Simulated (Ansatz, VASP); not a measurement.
Two plane-wave programs on KF

Contents of INCAR:

```
ALGO = Normal
EDIFF = 1E-6
ENCUT = 520
GGA = PE
ISIF = 2
ISMEAR = 0
LASPH = True
LCHARG = False
LREAL = False
LWAVE = False
NBANDS = 15
NELM = 100
PREC = Accurate
SIGMA = 0.05
```

File KPOINTS:

```
k-points
0
Gamma
  8 8 8
```

Contents of POSCAR:

```
KF
1.0
    0.0857572946      2.6950056099      2.6950056099
    2.6950056099      0.0857572946      2.6950056099
    2.6950056099      2.6950056099      0.0857572946
K F
1 1
Direct
    0.0000000000      0.0000000000      0.0000000000
    0.5000000000      0.5000000000      0.5000000000
```

Input for Ansatz:

```yaml
crystal:
  lattice:
    - [0.0857572946, 2.6950056099, 2.6950056099]
    - [2.6950056099, 0.0857572946, 2.6950056099]
    - [2.6950056099, 2.6950056099, 0.0857572946]
  atoms:
    - { symbol: K, position: [0.0, 0.0, 0.0] }
    - { symbol: F, position: [0.5, 0.5, 0.5] }
basis:
  ecutwfc: 520.0
kpoints:
  mp_grid: { grid: [8, 8, 8] }
hamiltonian:
  xc: pbe
scf:
  occupations: { method: gaussian, width: 0.05 }
output:
  forces: true
  stress: true
  eigenvalues: true
  write_density: true
  write_potential: true
  elf: true
  volumetric_format: npy
```

Alike in both runs: task single point; functional PBE; k mesh 8 × 8 × 8; occupations gaussian, width 0.05 eV; no spin polarisation.

|  | VASP | Ansatz |
| --- | --- | --- |
| version | VASP 6.6.1 | Ansatz 0.2.0 |
| potentials or method | VASP PAW PBE potentials, release 64 (K_sv, F), cutoff 520 eV | scalar-relativistic, plane waves, PAW |
| valence electrons in the cell | 16 | 16 |

|  | VASP | Ansatz | Ansatz less VASP |
| --- | --- | --- | --- |
| gap on the k mesh at the Fermi level (eV) | 6.26 | 6.28 | +0.017 |
| least direct gap on the mesh (eV) | 6.26 | 6.28 | +0.017 |
| pressure (GPa) | 2.3 | 2.2 | -0.06 |
| traceless stress, the component that is largest in VASP (GPa) | -0.45 | -0.46 | -0.007 |

With one functional, cell and mesh, what is left measures potentials, basis and numerics.
